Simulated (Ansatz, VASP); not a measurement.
# Two plane-wave programs on RbY2

```
CELL_PARAMETERS angstrom
5.23616 0.00000 0.00000
-2.61808 4.53465 0.00000
0.00000 0.00000 3.68293
ATOMIC_POSITIONS crystal
Rb 0.00000 0.00000 0.00000
Y 0.33333 0.66667 0.50000
Y 0.66667 0.33333 0.50000
```

Alike in both runs: task single point; functional PBE; k mesh 6 × 6 × 6; occupations gaussian, width 0.1 eV; no spin polarisation.

|  | VASP | Ansatz |
| --- | --- | --- |
| version | VASP 6.6.1 | Ansatz 0.2.0 |
| potentials or method | VASP PAW PBE potentials, release 64 (Rb_sv, Y_sv), cutoff 520 eV | scalar-relativistic, plane waves, PAW |
| valence electrons in the cell | 31 | 31 |

Ansatz gave:

| Item | Value |
| --- | --- |
| gap on the k mesh at the Fermi level (eV) | none |
| pressure (GPa) | 12.3 |
| traceless stress, the component that is largest in VASP (GPa) | -9.47 |

Question: Estimate VASP's values.

Answer: gap on the k mesh at the Fermi level (eV): none; pressure (GPa): 12.3; traceless stress, the component that is largest in VASP (GPa): -9.45.

A gap of «none» marks a metal or a gap that the smearing closes.
